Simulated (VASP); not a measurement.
A run of VASP 6.6.1:

INCAR

```
SYSTEM = MnSi4C
  ALGO = Normal
  EDIFF = 1E-6
  ENCUT = 520
  GGA = PE
  ISIF = 2
  ISMEAR = 0
  ISPIN = 2
  LASPH = .True.
  LCHARG = .False.
  LMAXMIX = 4
  LORBIT = 11
  LREAL = .False.
  LWAVE = .False.
  MAGMOM = 4 0 0 0 0 0
  NBANDS = 30
  NELM = 150
  PREC = Accurate
  SIGMA = 0.1
```

File KPOINTS:

```
k-points
0
Gamma
  4 4 4
  0 0 0
```

File POSCAR:

```
MnSi4C
1.0
    0.0000000000      3.6366808900      3.6366808900
    3.6366808900      0.0000000000      3.6366808900
    3.6366808900      3.6366808900      0.0000000000
Mn Si C
1 4 1
Direct
    0.7500000000      0.7500000000      0.7500000000
    0.8754939700      0.3748353400      0.3748353400
    0.3748353400      0.3748353400      0.3748353400
    0.3748353400      0.8754939700      0.3748353400
    0.3748353400      0.3748353400      0.8754939700
    0.0000000000      0.0000000000      0.0000000000
```

Potentials or basis: VASP PAW PBE potentials, release 64 (Mn_pv, Si, C).

Launch:

```console
$ cat potpaw_PBE.64/Mn_pv/POTCAR potpaw_PBE.64/Si/POTCAR potpaw_PBE.64/C/POTCAR > POTCAR
$ mpirun -np 1 vasp_std > vasp.out
```

Hardware: 1 thread of Oxide Virtual Turin-like Processor, with other jobs on the host.

Question: Estimate the wall time of this run.

Answer: Run time: 3.5 min on 1 thread of Oxide Virtual Turin-like Processor, on a shared host, peak memory 0.26 GiB. Counts: scf iterations 25, k points 8.
